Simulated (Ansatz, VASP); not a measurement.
## Two plane-wave programs on Zr

```
Zr
1.0
     3.21918    0.00000    0.00000
    -1.60959    2.78789    0.00000
     0.00000    0.00000    5.21508
Zr
2
Direct
  0.33333 0.66667 0.25000
  0.66667 0.33333 0.75000
```

Alike in both runs: task relaxation of cell and atoms; functional PBE; k mesh 15 × 15 × 8; occupations fermi-dirac, width 0.05 eV; no spin polarisation.

```csv
,VASP,Ansatz
version,VASP 6.6.1,Ansatz 0.2.0
potentials or method,"VASP PAW PBE potentials, release 64 (Zr_sv)","PAW with Ansatz's default frozen-core files, scalar-relativistic"
plane-wave cutoff (eV),600,420
valence electrons in the cell,24,24
```

```csv
,VASP,Ansatz,Ansatz less VASP
relaxed volume (Å³/atom),23.39,23.39,-0.006
relaxed length of the cell vector where the two differ most in proportion (Å),5.172,5.172,-0.0005
```
